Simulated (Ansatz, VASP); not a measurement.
# HPbNO4 in VASP and in Ansatz

```xyz
7
Lattice="4.1992 0.1112 0.1682 1.9160 3.8913 0.1257 1.7609 1.2526 6.3727" Properties=species:S:1:pos:R:3 pbc="T T T"
H     6.1559    3.5396    4.2374
Pb    3.9410    4.7367    5.7714
N     2.1622    1.5295    2.0021
O     6.1170    3.6060    5.2180
O     2.2525    1.0554    0.8130
O     2.1821    0.7481    2.9790
O     2.0545    2.7723    2.1460
```

Alike in both runs: task single point; functional r2SCANh; k mesh 3 × 3 × 2; occupations fermi-dirac, width 0.05 eV; no spin polarisation.

|  | VASP | Ansatz |
| --- | --- | --- |
| version | VASP 6.6.1 | Ansatz 0.2.0 |
| potentials or method | VASP PAW PBE potentials, release 64 (H, Pb_d, N, O) | Ansatz PAW |
| plane-wave cutoff (eV) | 520 | 500 |
| valence electrons in the cell | 44 | 44 |

Ansatz gave:

```
gap on the k mesh at the Fermi level (eV)                     : 3.98
least direct gap on the mesh (eV)                             : 3.98
pressure (GPa)                                                : -4.5
traceless stress, the component that is largest in VASP (GPa) : 2.40
rms of the force components (eV/Å)                            : 0.459
```

What did VASP give for the same quantities?

gap on the k mesh at the Fermi level (eV): 3.95; least direct gap on the mesh (eV): 3.95; pressure (GPa): -3.5; traceless stress, the component that is largest in VASP (GPa): 1.28; rms of the force components (eV/Å): 0.250.

VASP's potentials were made for PBE, not for r2SCANh. Atom by atom the forces differ by 0.218 eV/Å (rms over components). One of these differences is far larger than is usual between the two programs; its cause wasn't traced.

The k mesh is coarse, so the values compare programs but aren't converged. Neither program's run includes spin-orbit coupling. Noted on VASP's run: the standard files for N, O and F lose accuracy on very short bonds. Noted on Ansatz's run: odd divisions of the mesh miss points on the zone boundary, where band edges often lie, so the gap on the mesh can be too wide.
